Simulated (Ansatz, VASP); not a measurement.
**Two plane-wave programs on Al2Cu**

File INCAR:

```
SYSTEM = Al2Cu
PREC = Accurate
ENCUT = 520
EDIFF = 1E-6
ISMEAR = 0
SIGMA = 0.15
LREAL = .False.
LASPH = .True.
NELM = 80
ALGO = Fast
ISIF = 2
LWAVE = .False.
LCHARG = .False.
GGA = PE
NBANDS = 16
```

Contents of KPOINTS:

```
Automatic mesh
0
Gamma
  10 10 14
  0 0 0
```

File POSCAR:

```
Al2Cu
1.0
    4.1211626268      0.0000000000      0.0000000000
    0.0000000000      4.1211626268      0.0000000000
    0.0000000000      0.0000000000      2.8847334069
Al Cu
2 1
Direct
    0.5000000000      0.0078152784      0.5000000000
    0.0000000000      0.4655437038      0.5000000000
    0.0000000000      0.0113117371      0.0000000000
```

Input for Ansatz:

```yaml
crystal:
  lattice:
    - [4.1211626268, 0.0, 0.0]
    - [0.0, 4.1211626268, 0.0]
    - [0.0, 0.0, 2.8847334069]
  atoms:
    - { symbol: Al, position: [0.5, 0.0078152784, 0.5] }
    - { symbol: Al, position: [0.0, 0.4655437038, 0.5] }
    - { symbol: Cu, position: [0.0, 0.0113117371, 0.0] }
basis:
  ecutwfc: 520.0
kpoints:
  mp_grid: { grid: [10, 10, 14] }
hamiltonian:
  xc: pbe
  pseudopotentials: { kind: paw, azcp: { folder: soft_1 } }
scf:
  occupations: { method: gaussian, width: 0.15 }
output:
  forces: true
  stress: true
  eigenvalues: true
  write_density: true
  write_potential: true
  elf: true
  volumetric_format: npy
```

Change from the starting cell: mode 9 frozen in at -0.142 Å, equal normal strain along x and y +0.0000.

Alike in both runs: task single point; functional PBE; k mesh 10 × 10 × 14; occupations gaussian, width 0.15 eV; no spin polarisation.

```csv
,VASP,Ansatz
version,VASP 6.6.1,Ansatz 0.2.0
potentials or method,"VASP PAW PBE potentials, release 64 (Al, Cu), cutoff 520 eV","scalar-relativistic, plane waves, PAW"
valence electrons in the cell,17,25
```

```tsv
	VASP	Ansatz	Ansatz less VASP
gap on the k mesh at the Fermi level (eV)	none	none	-
pressure (GPa)	1.6	1.7	+0.08
traceless stress, the component that is largest in VASP (GPa)	-0.91	-0.90	+0.011
rms of the force components (eV/Å)	0.725	0.723	-0.0024
```

Atom by atom the forces differ by 0.003 eV/Å (rms over components). A gap of «none» marks a metal or a gap that the smearing closes. With one functional, cell and mesh, what is left measures potentials, basis and numerics. VASP's potentials hold 17 valence electrons a cell and Ansatz's 25, so a difference there can come from the potentials and not from the codes.
